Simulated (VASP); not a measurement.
# NdCdC: single point with PBE

NdCdC:

```
Nd Cd C
1.0
     4.25307    0.00000    0.00000
    -2.12654    3.68327    0.00000
     0.00000    0.00000    4.27152
Nd Cd C
1 1 1
Direct
  0.00000 0.00000 0.00000
  0.66667 0.33333 0.50000
  0.33333 0.66667 0.50000
```

The cell was built from a structure type or drawn by symmetry, and may not be a known phase.

| Item | Value |
| --- | --- |
| Program | VASP 6.6.1 |
| Task | single point |
| Functional | PBE |
| Potentials or basis | VASP PAW PBE potentials, release 64 (Nd_3, Cd, C), 4f in core |
| Cutoff | 600 eV |
| k mesh | 6 × 6 × 4 |
| Occupations | gaussian, width 0.1 eV |
| Spin | no spin polarisation |

```
Pressure               : -10.0 GPa
Band gap on the k mesh : zero (an odd number of electrons rules out a gap without spin polarisation)
```

Stress tensor (GPa, compression positive):
```
-11.99   0.00   0.00
  0.00 -11.99   0.00
  0.00   0.00  -6.12
```

Levels at points of the mesh, in eV from the Fermi level:
```
           k point  band 11  band 12  band 13  band 14  band 15  band 16  band 17  band 18
(0.00, 0.00, 0.00)    -1.23    -0.87    -0.87    -0.55     0.02     2.73     2.73     3.05
(0.50, 0.00, 0.00)    -4.74    -1.24    -0.97    -0.34     2.58     2.58     2.86     3.21
(0.00, 0.00, 0.50)    -3.55    -0.09    -0.09     0.73     1.76     1.76     1.77     1.77
(0.50, 0.00, 0.50)    -4.02    -2.09    -1.57    -0.50     1.59     3.78     3.84     4.13
```

It took 30 s on 1 thread of AMD EPYC 7R13 Processor (Zen 3), on a shared host, peak memory 0.2 GiB.

Caveat: the k points lie up to 0.37 Å⁻¹ apart, too coarse for converged energies and pressures of a metal; spin-orbit coupling is left out, which moves the levels of the heavy elements; the 4f electrons are frozen in the core, so they carry no moment and show no levels. Spin polarisation is off, so any magnetic state and its effect on volume and gap are missing.
